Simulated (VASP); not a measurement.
# GaP (I-4m2) in VASP: notebook

The runs below take GaP through single point, with LDA.

Everything below comes from runs of VASP 6.6.1. Logs are shortened: lines on timing, memory, paths and dates and some standing lists are left out, and cuts for length are marked.

**1. The cell of the first run**

Symmetry: I-4m2, No. 119, tetragonal system. Conventional cell: a = 3.736 Å, b = 3.736 Å, c = 5.456 Å, α = 90.00°, β = 90.00°, γ = 90.00°. Within 3.1 Å of Ga (site symmetry -4m2) lie 4 P at 2.31 Å. Within 3.1 Å of P (site symmetry -4m2) lie 4 Ga at 2.31 Å.

**2. Single point, LDA (in-plane strain -0.02)**

Input file INCAR:

```
SYSTEM = GaP
PREC = Accurate ; ENCUT = 520
EDIFF = 1E-6 ; ISMEAR = 0
SIGMA = 0.01 ; LREAL = .False.
LASPH = .True. ; NELM = 80
ALGO = Normal ; ISIF = 2
LWAVE = .False. ; LCHARG = .True.
GGA = CA ; LELF = .True.
LVHAR = .True. ; NBANDS = 16
```

Input file KPOINTS:

```
regular mesh
0
Gamma
  8 8 8
  0 0 0
```

Input file POSCAR:

```
GaP
1.0
    2.6417733188      2.6417733188      0.0000000000
   -2.6417733188      2.6417733188      0.0000000000
    0.0000000000      2.6417733188      2.7280353048
Ga P
1 1
Direct
    0.0000000000      0.0000000000      0.0000000000
    0.7500000000      0.2500000000      0.5000000000
```

Potentials or basis: VASP PAW LDA potentials, release 64 (Ga_d, P).

Launch:

```bash
cat potpaw_LDA.64/Ga_d/POTCAR potpaw_LDA.64/P/POTCAR > POTCAR
mpirun -np 1 vasp_std > vasp.out
```

OUTCAR:

```text
SYSTEM = GaP
   PREC = Accurate
   ENCUT = 520
   EDIFF = 1E-6
   ISMEAR = 0
   LREAL = .False.
   LASPH = .True.
   NELM = 80
   ISIF = 2
   GGA = CA

 ion  position               nearest neighbor table
   1  0.000  0.000  0.000-   2 2.31   2 2.31   2 2.31   2 2.31
   2  0.750  0.250  0.500-   1 2.31   1 2.31   1 2.31   1 2.31

  LATTYP: Found a body centered tetragonal cell.
 ALAT       =     3.7360316562
 C/A-ratio  =     1.4603919645

  Lattice vectors:

 A1 = (   2.6417733188,   0.0000000000,  -2.7280353048)
 A2 = (  -2.6417733188,   0.0000000000,  -2.7280353048)
 A3 = (   0.0000000000,   2.6417733188,   2.7280353048)

Analysis of symmetry for initial positions (statically):
=====================================================================
 Subroutine PRICEL returns:
 Original cell was already a primitive cell.

 Routine SETGRP: Setting up the symmetry group for a
 body centered tetragonal supercell.

 Subroutine GETGRP returns: Found  8 space group operations
 (whereof  8 operations were pure point group operations)
 out of a pool of 16 trial point group operations.

The static configuration has the point symmetry D_2d.

Analysis of symmetry for dynamics (positions and initial velocities):
=====================================================================
 Subroutine PRICEL returns:
 Original cell was already a primitive cell.

 Routine SETGRP: Setting up the symmetry group for a
 body centered tetragonal supercell.

 Subroutine GETGRP returns: Found  8 space group operations
 (whereof  8 operations were pure point group operations)
 out of a pool of 16 trial point group operations.

The dynamic configuration has the point symmetry D_2d.

 Subroutine INISYM returns: Found  8 space group operations
 (whereof  8 operations are pure point group operations),
 and found     1 'primitive' translations

----------------------------------------------------------------------------------------

                                     Primitive cell

  volume of cell :      38.0777

  direct lattice vectors                    reciprocal lattice vectors
     2.641773319  2.641773319  0.000000000     0.189266807  0.189266807 -0.183282086
    -2.641773319  2.641773319  0.000000000    -0.189266807  0.189266807 -0.183282086
     0.000000000  2.641773319  2.728035305     0.000000000  0.000000000  0.366564171

  length of vectors
     3.736031656  3.736031656  3.797517991     0.324401250  0.324401250  0.366564171

  position of ions in fractional coordinates (direct lattice)
     0.000000000  0.000000000  0.000000000
     0.750000000  0.250000000  0.500000000

  ion indices of the primitive-cell ions
   primitive index   ion index
                 1           1
                 2           2

----------------------------------------------------------------------------------------

 KPOINTS: regular mesh

Automatic generation of k-mesh.
 Grid dimensions read from file:
 generate k-points for:    8    8    8

 Generating k-lattice:

  Cartesian coordinates                     Fractional coordinates (reciprocal lattice)
     0.023658351  0.023658351 -0.022910261     0.125000000  0.000000000  0.000000000
    -0.023658351  0.023658351 -0.022910261     0.000000000  0.125000000  0.000000000
     0.000000000  0.000000000  0.045820521     0.000000000  0.000000000  0.125000000

  Length of vectors
     0.040550156  0.040550156  0.045820521

  Shift w.r.t. Gamma in fractional coordinates (k-lattice)
     0.000000000  0.000000000  0.000000000

 Subroutine IBZKPT returns following result:
 ===========================================

 Found     59 irreducible k-points:

 Following reciprocal coordinates:
            Coordinates               Weight
  0.000000  0.000000  0.000000      1.000000
  0.125000  0.000000 -0.000000      8.000000
  0.250000  0.000000 -0.000000      8.000000
  0.375000  0.000000 -0.000000      8.000000
  0.500000  0.000000 -0.000000      4.000000
  0.125000  0.125000 -0.000000      8.000000
[... 16 lines left out ...]
  0.250000  0.000000  0.125000      4.000000
  0.375000  0.000000  0.125000      8.000000
 [... further k-points ...]
   k-points           NKPTS =     59   k-points in BZ     NKDIM =     59   number of bands    NBANDS=     16
   number of dos      NEDOS =    301   number of ions     NIONS =      2
   total plane-waves  NPLWV =  21952
   dimension x,y,z NGX =    28 NGY =   28 NGZ =   28
   dimension x,y,z NGXF=    56 NGYF=   56 NGZF=   56
   ions per type =               1   1
   NGX,Y,Z   is equivalent  to a cutoff of  12.46, 12.46, 12.26 a.u.
   NGXF,Y,Z  is equivalent  to a cutoff of  24.92, 24.92, 24.52 a.u.
 SYSTEM =  GaP
   PREC   = accura    normal or accurate (medium, high low for compatibility)
   ISTART =      0    job   : 0-new  1-cont  2-samecut
   ICHARG =      2    charge: 1-file 2-atom 10-const
   ISPIN  =      1    spin polarized calculation?
   LNONCOLLINEAR =      F non collinear calculations
[... 114 lines left out ...]
      6      -5.5351      2.00000
[... 8 lines left out ...]
     15      16.8800      0.00000
     16      17.1473      0.00000

 k-point     6 :       0.1250    0.1250   -0.0000
  band No.  band energies     occupation
      1      -9.7098      2.00000
      2      -9.6583      2.00000
      3      -9.6500      2.00000
      4      -9.5551      2.00000
      5      -9.5487      2.00000
      6      -7.2594      2.00000
[... 8 lines left out ...]
     15      14.6285      0.00000
     16      16.1123      0.00000

 k-point     7 :       0.2500    0.1250   -0.0000
  band No.  band energies     occupation
      1      -9.7395      2.00000
      2      -9.6458      2.00000
      3      -9.6405      2.00000
      4      -9.5546      2.00000
      5      -9.5463      2.00000
      6      -6.5394      2.00000
[... 8 lines left out ...]
     15      15.7851      0.00000
     16      16.6011      0.00000

 k-point     8 :       0.3750    0.1250   -0.0000
  band No.  band energies     occupation
      1      -9.7616      2.00000
      2      -9.6382      2.00000
      3      -9.6342      2.00000
      4      -9.5511      2.00000
      5      -9.5430      2.00000
      6      -5.6669      2.00000
[... 8 lines left out ...]
     15      15.7035      0.00000
     16      17.5046      0.00000

 k-point     9 :       0.5000    0.1250   -0.0000
  band No.  band energies     occupation
      1      -9.7663      2.00000
      2      -9.6372      2.00000
      3      -9.6320      2.00000
      4      -9.5547      2.00000
      5      -9.5381      2.00000
      6      -5.4472      2.00000
[... 8 lines left out ...]
     15      17.0119      0.00000
     16      17.4202      0.00000
[... 172 lines left out ...]
 k-point    19 :       0.5000    0.3750    0.0000
  band No.  band energies     occupation
      1      -9.7957      2.00000
      2      -9.6043      2.00000
      3      -9.5969      2.00000
      4      -9.5900      2.00000
      5      -9.5270      2.00000
      6      -4.7468      2.00000
[... 8 lines left out ...]
     15      17.3191      0.00000
     16      18.8083      0.00000

 k-point    20 :      -0.3750    0.3750    0.0000
  band No.  band energies     occupation
      1      -9.7893      2.00000
      2      -9.6054      2.00000
      3      -9.6014      2.00000
      4      -9.5925      2.00000
      5      -9.5272      2.00000
      6      -5.4279      2.00000
[... 8 lines left out ...]
     15      16.9755      0.00000
     16      19.9736      0.00000

 k-point    21 :       0.5000    0.5000   -0.0000
  band No.  band energies     occupation
      1      -9.8050      2.00000
      2      -9.6005      2.00000
      3      -9.5936      2.00000
      4      -9.5886      2.00000
      5      -9.5231      2.00000
      6      -4.4784      2.00000
[... 8 lines left out ...]
     15      17.5993      0.00000
     16      18.3626      0.00000

 k-point    22 :       0.0000    0.0000    0.1250
  band No.  band energies     occupation
      1      -9.7013      2.00000
      2      -9.6554      2.00000
      3      -9.6554      2.00000
      4      -9.5551      2.00000
      5      -9.5493      2.00000
      6      -7.5472      2.00000
[... 8 lines left out ...]
     15      15.1909      0.00000
     16      15.5874      0.00000

 k-point    23 :       0.2500    0.0000    0.1250
  band No.  band energies     occupation
      1      -9.7078      2.00000
      2      -9.6571      2.00000
      3      -9.6541      2.00000
      4      -9.5574      2.00000
      5      -9.5470      2.00000
      6      -7.2437      2.00000
[... 8 lines left out ...]
     15      14.7453      0.00000
     16      16.0203      0.00000

 k-point    24 :       0.3750    0.0000    0.1250
  band No.  band energies     occupation
      1      -9.7395      2.00000
      2      -9.6459      2.00000
      3      -9.6414      2.00000
      4      -9.5578      2.00000
      5      -9.5435      2.00000
      6      -6.5137      2.00000
[... 8 lines left out ...]
     15      15.7349      0.00000
     16      16.5717      0.00000

 [... further k-points ...]

------------------------ aborting loop because EDIFF is reached ----------------------------------------

  FORCE on cell =-STRESS in cart. coord.  units (eV):
  Direction    XX          YY          ZZ          XY          YZ          ZX
  --------------------------------------------------------------------------------------
  -------------------------------------------------------------------------------------
  Total        0.8743306      0.8743306      0.2376273      0.0000000      0.0000000     -0.0000000
  in kB       36.7887607     36.7887607      9.9985226      0.0000000      0.0000000     -0.0000000
  external PRESSURE =      27.8586813 kB  Pullay stress =       0.0000000 kB

 VOLUME and BASIS-vectors are now :
 -----------------------------------------------------------------------------
  energy-cutoff  :      520.00
  volume of cell :       38.08
      direct lattice vectors                 reciprocal lattice vectors
     2.641773319  2.641773319  0.000000000     0.189266807  0.189266807 -0.183282086
    -2.641773319  2.641773319  0.000000000    -0.189266807  0.189266807 -0.183282086
     0.000000000  2.641773319  2.728035305     0.000000000  0.000000000  0.366564171

 POSITION                                       TOTAL-FORCE (eV/Angst)
 -----------------------------------------------------------------------------------
      0.00000      0.00000      0.00000        -0.000000      0.000000      0.000000
      1.32089      3.96266      1.36402         0.000000     -0.000000      0.000000
 -----------------------------------------------------------------------------------
    total drift:                                0.000000      0.000000     -0.000000

  FREE ENERGIE OF THE ION-ELECTRON SYSTEM (eV)
  ---------------------------------------------------
  free  energy   TOTEN  =       -10.4340449587 eV

  energy  without entropy=      -10.4340449587  energy(sigma->0) =      -10.43404496
```

It took 46 s on 1 thread of AMD EPYC 7R43 (Zen 3), shared host; peak memory 0.12 GiB.

Results:

```yaml
Free_energy: -10.4340 eV
Pressure: 2.8 GPa
Band_gap_on_the_k_mesh: 1.23 eV, indirect (least direct gap 2.07 eV)
```

Stress tensor (GPa, compression positive):
```
3.68 0.00 0.00
0.00 3.68 0.00
0.00 0.00 1.00
```

Levels at points of the mesh, in eV from the valence-band top:
```tsv
k point	band 5	band 6	band 7	band 8	band 9	band 10	band 11	band 12	band 13	band 14
(0.00, 0.00, 0.00)	-14.77	-13.05	-0.20	0.00	0.00	2.07	3.69	3.69	3.76	8.70
(0.50, 0.00, 0.00)	-14.76	-10.76	-7.14	-1.43	-1.14	1.61	4.45	4.68	8.10	11.00
(0.50, 0.50, 0.00)	-14.75	-9.70	-7.12	-3.08	-3.06	1.23	1.45	10.74	10.78	11.54
(0.00, 0.00, 0.50)	-14.75	-9.87	-7.35	-2.83	-2.83	1.47	1.76	10.87	10.87	11.27
```

Caveat: the cell differs from its parent crystal (in-plane strain -0.02). A k mesh can miss the band edges.

(Continued in part 2 of 2.)
